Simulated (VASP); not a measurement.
B: single point with PBE

B:

```
CELL_PARAMETERS angstrom
0.00000 2.13467 2.13467
2.13467 0.00000 2.13467
2.13467 2.13467 0.00000
ATOMIC_POSITIONS crystal
B 0.25000 0.25000 0.25000
B 0.75000 0.75000 0.75000
B 0.50000 0.50000 0.50000
```

The cell was built from a structure type or drawn by symmetry, and may not be a known phase.

```yaml
Program: VASP 6.6.1
Task: single point
Functional: PBE
Potentials_or_basis: VASP PAW PBE potentials, release 64 (B)
Cutoff: 500 eV
k_mesh: 6 × 6 × 6
Occupations: gaussian, width 0.1 eV
Spin: no spin polarisation
```

* Pressure: -0.4 GPa
* Band gap on the k mesh: zero (an odd number of electrons rules out a gap without spin polarisation)

Levels at points of the mesh, in eV from the Fermi level:
```tsv
k point	band 3	band 4	band 5	band 6	band 7	band 8
(0.00, 0.00, 0.00)	-1.47	-1.47	-0.40	-0.40	-0.40	6.43
(0.50, 0.00, 0.00)	-3.91	-3.91	-0.04	-0.04	3.22	5.99
(0.50, 0.50, 0.00)	-7.80	-7.80	-2.73	0.69	9.02	9.02
```

Wall time 6.6 s on 1 thread of Intel Xeon 8259CL, on a shared host, peak memory 0.13 GiB.

Caveat: the k points lie up to 0.42 Å⁻¹ apart, too coarse for converged energies and pressures of a metal.
